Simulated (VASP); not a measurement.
Runs of VASP 6.6.1 on CsLi. The structure is that of space group P-6m2 (No. 187), or close to it. The cells are those of the table. 

| task | cell | cutoff (eV) | smearing | gap on the mesh (eV) | pressure (GPa) | relaxed volume (Å³/atom) |
| --- | --- | --- | --- | --- | --- | --- |
| single point | a = 4.464, b = 4.464, c = 6.357 Å, angles 90.0, 90.0, 120.0°, 2 atoms | 520 | gaussian 0.1 eV | none | - | - |
| relaxation of cell and atoms | relaxed from a = 3.887, b = 3.887, c = 6.364 Å, angles 90.0, 90.0, 120.0°, 2 atoms | 600 | gaussian 0.1 eV | none | 0.0 | 53.85 |
| relaxation of cell and atoms | relaxed from a = 4.464, b = 4.464, c = 6.357 Å, angles 90.0, 90.0, 120.0°, 2 atoms | 600 | gaussian 0.1 eV | none | 0.0 | 54.86 |
| single point | a = 4.511, b = 4.511, c = 6.373 Å, angles 90.0, 90.0, 120.0°, 2 atoms | 520 | fermi-dirac 0.15 eV | none | - | - |
| relaxation of cell and atoms | relaxed from a = 4.464, b = 4.464, c = 6.357 Å, angles 90.0, 90.0, 120.0°, 2 atoms | 600 | fermi-dirac 0.15 eV | none | 0.0 | (a) |

Alike in all rows: level PBE+D3(BJ); potentials or basis VASP PAW PBE potentials, release 64 (Cs_sv, Li_sv); no spin polarisation; k mesh 12 × 12 × 8.

Problem. Fill in the values left out.

Solution. (a) 55.73.

Caveats: the cutoff is under 1.25 times the usual one of these potentials, so pressure, stress and relaxed cells hold a basis-set (Pulay) error; spin-orbit coupling is left out, which moves the levels of the heavy elements; pairwise dispersion overbinds metals, which lowers pressure and volume; the volume moved by over 15 % at a fixed basis, so the end points are rough (some runs).

A k mesh can miss the band edges, and the runs leave out spin-orbit coupling on Cs.

A gap of «none» marks levels without a gap at the run's occupations.
